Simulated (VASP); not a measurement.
# Zr3H (P3m1) in VASP: further runs

The runs below take Zr3H through relaxation of cell and atoms, with PBE.

All numbers are computed with VASP 6.6.1; they aren't measurements. Logs are shortened: lines on timing, memory, paths and dates and some standing lists are left out, and cuts for length are marked.

**1. The cell of the first run**

Symmetry: P3m1, No. 156, trigonal system. The conventional cell has a = 3.194 Å, b = 3.194 Å, c = 8.160 Å, α = 90.00°, β = 90.00°, γ = 120.00°. Within 3.0 Å of Zr (site symmetry 3m) lie 3 H at 2.31 Å. Zr (site symmetry 3m) has 10 Zr at 2.95 to 3.19 Å within 3.9 Å. Zr (site symmetry 3m) has 3 H at 2.26 Å and 1 Zr at 2.95 Å within 3.0 Å. Within 3.0 Å of H (site symmetry 3m) lie 6 Zr at 2.26 to 2.31 Å.

The cell was generated, and may not be a known phase.

**2. Relaxation of cell and atoms, PBE**

INCAR

```
PREC = Accurate
ENCUT = 600
EDIFF = 1E-6
ISMEAR = 0
SIGMA = 0.1
LREAL = False
LASPH = True
NELM = 100
ALGO = Normal
ISIF = 3
LWAVE = False
LCHARG = False
GGA = PE
IBRION = 2
NSW = 100
EDIFFG = -0.01
```

KPOINTS

```
regular mesh
0
Gamma
  12 12 6
```

POSCAR

```
Zr3H
1.0
    3.1942615457      0.0000000000      0.0000000000
   -1.5971307728      2.7663116449      0.0000000000
    0.0000000000      0.0000000000      8.1603099275
Zr H
3 1
Direct
    0.0000000000      0.0000000000      0.9665223838
    0.3333333333      0.6666666667      0.2758718659
    0.3333333333      0.6666666667      0.6371792801
    0.6666666667      0.3333333333      0.7969684302
```

Potentials or basis: VASP PAW PBE potentials, release 64 (Zr_sv, H).

The run is started by

```
$ cat potpaw_PBE.64/Zr_sv/POTCAR potpaw_PBE.64/H/POTCAR > POTCAR
$ mpirun -np 1 vasp_std > vasp.out
```

OUTCAR:

```text
PREC = Accurate
   ENCUT = 600
   EDIFF = 1E-6
   ISMEAR = 0
   LREAL = False
   LASPH = True
   NELM = 100
   ISIF = 3
   GGA = PE
   IBRION = 2
   NSW = 100
   EDIFFG = -0.01

 ion  position               nearest neighbor table
   1  0.000  0.000  0.967-   4 2.31   4 2.31   4 2.31   2 3.13   2 3.13   2 3.13   3 3.26   3 3.26
                             3 3.26
   2  0.333  0.667  0.276-   3 2.95   1 3.13   1 3.13   1 3.13
   3  0.333  0.667  0.637-   4 2.26   4 2.26   4 2.26   2 2.95   1 3.26   1 3.26   1 3.26
   4  0.667  0.333  0.797-   3 2.26   3 2.26   3 2.26   1 2.31   1 2.31   1 2.31

  LATTYP: Found a hexagonal cell.
 ALAT       =     3.1942615457
 C/A-ratio  =     2.5546780721

  Lattice vectors:

 A1 = (   3.1942615457,   0.0000000000,   0.0000000000)
 A2 = (  -1.5971307728,   2.7663116449,   0.0000000000)
 A3 = (   0.0000000000,   0.0000000000,   8.1603099275)

Analysis of symmetry for initial positions (statically):
=====================================================================
 Subroutine PRICEL returns:
 Original cell was already a primitive cell.

 Routine SETGRP: Setting up the symmetry group for a
 hexagonal supercell.

 Subroutine GETGRP returns: Found  6 space group operations
 (whereof  6 operations were pure point group operations)
 out of a pool of 24 trial point group operations.

The static configuration has the point symmetry C_3v.

Analysis of symmetry for dynamics (positions and initial velocities):
=====================================================================
 Subroutine PRICEL returns:
 Original cell was already a primitive cell.

 Routine SETGRP: Setting up the symmetry group for a
 hexagonal supercell.

 Subroutine GETGRP returns: Found  6 space group operations
 (whereof  6 operations were pure point group operations)
 out of a pool of 24 trial point group operations.

The dynamic configuration has the point symmetry C_3v.

 Subroutine INISYM returns: Found  6 space group operations
 (whereof  6 operations are pure point group operations),
 and found     1 'primitive' translations

----------------------------------------------------------------------------------------

                                     Primitive cell

  volume of cell :      72.1071

  direct lattice vectors                    reciprocal lattice vectors
     3.194261546  0.000000000  0.000000000     0.313061403  0.180746085  0.000000000
    -1.597130773  2.766311645  0.000000000     0.000000000  0.361492170  0.000000000
     0.000000000  0.000000000  8.160309928     0.000000000  0.000000000  0.122544365

  length of vectors
     3.194261546  3.194261546  8.160309928     0.361492170  0.361492170  0.122544365

  position of ions in fractional coordinates (direct lattice)
     0.000000000  0.000000000  0.966522384
     0.333333333  0.666666667  0.275871866
     0.333333333  0.666666667  0.637179280
     0.666666667  0.333333333  0.796968430

  ion indices of the primitive-cell ions
   primitive index   ion index
                 1           1
                 2           2
                 3           3
                 4           4

----------------------------------------------------------------------------------------

 KPOINTS: regular mesh

Automatic generation of k-mesh.
 Grid dimensions read from file:
 generate k-points for:   12   12    6

 Generating k-lattice:

  Cartesian coordinates                     Fractional coordinates (reciprocal lattice)
     0.026088450  0.015062174  0.000000000     0.083333333  0.000000000  0.000000000
     0.000000000  0.030124348  0.000000000     0.000000000  0.083333333  0.000000000
     0.000000000  0.000000000  0.020424061     0.000000000  0.000000000  0.166666667

  Length of vectors
     0.030124348  0.030124348  0.020424061

  Shift w.r.t. Gamma in fractional coordinates (k-lattice)
     0.000000000  0.000000000  0.000000000

 Subroutine IBZKPT returns following result:
 ===========================================

 Found    100 irreducible k-points:

 Following reciprocal coordinates:
            Coordinates               Weight
  0.000000  0.000000  0.000000      1.000000
  0.083333  0.000000  0.000000      6.000000
  0.166667  0.000000  0.000000      6.000000
  0.250000  0.000000  0.000000      6.000000
  0.333333  0.000000  0.000000      6.000000
  0.416667  0.000000  0.000000      6.000000
[... 16 lines left out ...]
  0.166667  0.000000  0.166667      6.000000
  0.000000  0.166667  0.166667      6.000000
 [... further k-points ...]
   k-points           NKPTS =    100   k-points in BZ     NKDIM =    100   number of bands    NBANDS=     22
   number of dos      NEDOS =    301   number of ions     NIONS =      4
   total plane-waves  NPLWV =  54880
   dimension x,y,z NGX =    28 NGY =   28 NGZ =   70
   dimension x,y,z NGXF=    56 NGYF=   56 NGZF=  140
   ions per type =               3   1
   NGX,Y,Z   is equivalent  to a cutoff of  14.57, 14.57, 14.26 a.u.
   NGXF,Y,Z  is equivalent  to a cutoff of  29.15, 29.15, 28.52 a.u.
 SYSTEM =  unknown system
   PREC   = accura    normal or accurate (medium, high low for compatibility)
   ISTART =      0    job   : 0-new  1-cont  2-samecut
   ICHARG =      2    charge: 1-file 2-atom 10-const
   ISPIN  =      1    spin polarized calculation?
   LNONCOLLINEAR =      F non collinear calculations
   LSORBIT =      F    spin-orbit coupling
   LASPH  =      T    aspherical Exc in radial PAW
   ENCUT  =  600.0 eV  44.10 Ry    6.64 a.u.   6.38  6.38 16.30*2*pi/ulx,y,z
   NELM   =    100;   NELMIN=  2; NELMDL= -5     # of ELM steps
   EDIFF  = 0.1E-05   stopping-criterion for ELM
   LREAL  =      F    real-space projection
   EDIFFG = -.1E-01   stopping-criterion for IOM
   NSW    =    100    number of steps for IOM
   IBRION =      2    ionic relax: 0-MD 1-quasi-New 2-CG
   NFREE  =      1    steps in history (QN), initial steepest desc. (CG)
   ISIF   =      3    stress and relaxation
   ISYM   =      2    0-nonsym 1-usesym 2-fastsym
   POTIM  = 0.5000    time-step for ionic-motion
   TEBEG  =    0.0;   TEEND  =   0.0 temperature during run
   PSTRESS=    0.0 pullay stress
   NELECT =      37.0000    total number of electrons
   NUPDOWN=      -1.0000    fix difference up-down
   EMIN   =  10.00;   EMAX   =-10.00  energy-range for DOS
   EFERMI =   0.00;   METHOD = LEGACY
   ISMEAR =     0;   SIGMA  =   0.10  broadening in eV -4-tet -1-fermi 0-gaus
   EFERMI_NEDOS =   21; number of points for ismear=-14 and -15
   IALGO  =     38    algorithm
   IMIX   =      4    mixing-type and parameters
     AMIX     =   0.40;   BMIX     =  1.00
     AMIX_MAG =   1.60;   BMIX_MAG =  1.00
  volume/ion in A,a.u.               =      18.03       121.65
  Fermi-wavevector in a.u.,A,eV,Ry     =   1.310638  2.476746 23.371696  1.717771
  Thomas-Fermi vector in A             =   2.441154
   LORBIT       =      0    0 simple, 1 ext, 2 COOP (PROOUT), +10 PAW based schemes
   GGA     = PE    functional components
   LHFCALC =     F    Hartree Fock is set to
   AEXX    =    0.0000 exact exchange contribution
   IVDW    =     0    specifies the selected vdW correction
   LEPSILON=     F    determine dielectric tensor
   LRPA    =     F    only Hartree local field effects (RPA)
 conjugate gradient relaxation of ions
 non-spin polarized calculation
 Gauss-broadening in eV      SIGMA  =   0.10
  energy-cutoff  :      600.00
  volume of cell :       72.11
 maximum number of plane-waves:      2433
 NGX is ok and might be reduce to    28
   NGX = 13   NGY = 13   NGZ = 33

--------------------------------------- Ionic step        1  -------------------------------------------

 number of electron      37.0000000 magnetization

 Free energy of the ion-electron system (eV)
  ---------------------------------------------------
  ext. energy  EPLUGINS =         0.00000000
  ---------------------------------------------------
  free energy    TOTEN  =       -29.20077471 eV

  energy without entropy =      -29.17952312  energy(sigma->0) =      -29.19014891

------------------------ aborting loop because EDIFF is reached ----------------------------------------

  FORCE on cell =-STRESS in cart. coord.  units (eV):
  Direction    XX          YY          ZZ          XY          YZ          ZX
  --------------------------------------------------------------------------------------
  -------------------------------------------------------------------------------------
  Total       -0.0463875     -0.0463875      0.0825446     -0.0000000      0.0000000      0.0000000
  in kB       -1.0307033     -1.0307033      1.8340925     -0.0000000      0.0000000      0.0000000
  external PRESSURE =      -0.0757714 kB  Pullay stress =       0.0000000 kB

 VOLUME and BASIS-vectors are now :
 -----------------------------------------------------------------------------
  energy-cutoff  :      600.00
  volume of cell :       72.11
      direct lattice vectors                 reciprocal lattice vectors
     3.194261546  0.000000000  0.000000000     0.313061403  0.180746085  0.000000000
    -1.597130773  2.766311645  0.000000000     0.000000000  0.361492170  0.000000000
     0.000000000  0.000000000  8.160309928     0.000000000  0.000000000  0.122544365
[... 267 lines left out ...]
 POSITION                                       TOTAL-FORCE (eV/Angst)
 -----------------------------------------------------------------------------------
      0.00000      0.00000      7.90268        -0.000000     -0.000000     -0.000612
     -0.00000      1.84322      2.26904        -0.000000     -0.000000     -0.009825
     -0.00000      1.84322      5.20336        -0.000000     -0.000000     -0.001546
      1.59627      0.92161      6.48602         0.000000      0.000000      0.011983
 -----------------------------------------------------------------------------------
    total drift:                                0.000001     -0.000000      0.000009

  FREE ENERGIE OF THE ION-ELECTRON SYSTEM (eV)
  ---------------------------------------------------
  free  energy   TOTEN  =       -29.2020556945 eV

  energy  without entropy=      -29.1803012035  energy(sigma->0) =      -29.19117845

--------------------------------------- Ionic step        9  -------------------------------------------

 number of electron      37.0000000 magnetization

 Free energy of the ion-electron system (eV)
  ---------------------------------------------------
  ext. energy  EPLUGINS =         0.00000000
  ---------------------------------------------------
  free energy    TOTEN  =       -29.20214807 eV

  energy without entropy =      -29.18044540  energy(sigma->0) =      -29.19129673

 E-fermi :   8.8023     XC(G=0): -11.0954

 val. band max:        8.7980574218   @ k =   0.3333   0.1667   0.0000
 cond. band min:       8.8061787707   @ k =   0.1667   0.0833   0.3333
 fundamental gap:      0.0081213489
 Fermi energy:         8.8023235612

 k-point     1 :       0.0000    0.0000    0.0000
  band No.  band energies     occupation
      1     -40.0015      2.00000
      2     -39.9131      2.00000
      3     -39.8743      2.00000
      4     -18.3483      2.00000
      5     -18.2804      2.00000
      6     -17.6190      2.00000
[... 14 lines left out ...]
     21       9.9455      0.00000
     22       9.9455      0.00000
[... 552 lines left out ...]
  band No.  band energies     occupation
      1     -39.9678      2.00000
      2     -39.8993      2.00000
      3     -39.8481      2.00000
      4     -18.4018      2.00000
      5     -18.1316      2.00000
      6     -17.8113      2.00000
[... 14 lines left out ...]
     21       9.8139      0.00000
     22      10.0853      0.00000

 [... further k-points ...]
[... 5 lines left out ...]
  --------------------------------------------------------------------------------------
  -------------------------------------------------------------------------------------
  Total       -0.0316592     -0.0316592      0.0141261     -0.0000000     -0.0000000      0.0000000
  in kB       -0.7042608     -0.7042608      0.3142368     -0.0000000     -0.0000000      0.0000000
  external PRESSURE =      -0.3647616 kB  Pullay stress =       0.0000000 kB

 VOLUME and BASIS-vectors are now :
 -----------------------------------------------------------------------------
  energy-cutoff  :      600.00
  volume of cell :       72.02
      direct lattice vectors                 reciprocal lattice vectors
     3.190753762 -0.000000000  0.000000000     0.313405570  0.180944790 -0.000000000
    -1.595376881  2.763273815 -0.000000000     0.000000000  0.361889580 -0.000000000
     0.000000000  0.000000000  8.168823817    -0.000000000  0.000000000  0.122416644

 POSITION                                       TOTAL-FORCE (eV/Angst)
 -----------------------------------------------------------------------------------
      0.00000      0.00000      7.90230         0.000000      0.000000      0.001858
     -0.00000      1.84218      2.26748        -0.000000     -0.000000     -0.003895
     -0.00000      1.84218      5.20197         0.000000      0.000000      0.006387
      1.59538      0.92109      6.49245        -0.000000     -0.000000     -0.004350
 -----------------------------------------------------------------------------------
    total drift:                                0.000001     -0.000000     -0.000032

  FREE ENERGIE OF THE ION-ELECTRON SYSTEM (eV)
  ---------------------------------------------------
  free  energy   TOTEN  =       -29.2021480650 eV

  energy  without entropy=      -29.1804454016  energy(sigma->0) =      -29.19129673

 reached required accuracy - stopping structural energy minimisation
```

Wall time 8.4 min (1 thread of Intel Xeon 6975P-C (Granite Rapids), shared host); peak memory 0.34 GiB.

Results:

```yaml
Free_energy: -29.2021 eV
Relaxed_volume: 18.01 Å³/atom
Relaxed_cell: a = 3.191 Å, b = 3.191 Å, c = 8.169 Å, α = 90.00°, β = 90.00°, γ = 120.00°
Space_group_after_relaxing_to_0.1_Å: P3m1 (No. 156)
Energy_gained_by_relaxing: 0.3 meV/atom
Ionic_steps: 9
Pressure_after_relaxing: 0.0 GPa
Largest_force_after_relaxing: 0.006 eV/Å
Band_gap_on_the_k_mesh: zero (an odd number of electrons rules out a gap without spin polarisation)
```

Forces on the atoms (eV/Å):
```
Zr   0.000  0.000  0.002
Zr   0.000  0.000 -0.004
Zr   0.000  0.000  0.006
H    0.000  0.000 -0.004
```

The path:
| step | energy change (eV) | largest force (eV/Å) | pressure (GPa) | volume (Å³) |
| --- | --- | --- | --- | --- |
| 1 | 0.0000 | 0.0853 | -0.01 | 72.11 |
| 2 | -0.0007 | 0.0486 | -0.06 | 72.10 |
| 3 | -0.0010 | 0.0417 | -0.12 | 72.09 |
| 4 | -0.0011 | 0.0324 | 0.12 | 71.91 |
| 5 | -0.0011 | 0.0320 | 0.09 | 71.90 |
| 6 | -0.0013 | 0.0214 | 0.07 | 71.95 |
| 7 | -0.0014 | 0.0102 | 0.01 | 72.00 |
| 8 | -0.0013 | 0.0120 | -0.11 | 72.09 |
| 9 | -0.0014 | 0.0064 | -0.04 | 72.02 |

Final structure:
```xyz
4
Lattice="3.1908 0.0000 0.0000 -1.5954 2.7633 0.0000 0.0000 0.0000 8.1688" Properties=species:S:1:pos:R:3 pbc="T T T"
Zr    0.0000    0.0000    7.9023
Zr    0.0000    1.8422    2.2675
Zr    0.0000    1.8422    5.2020
H     1.5954    0.9211    6.4925
```

(Continued in part 2 of 2.)
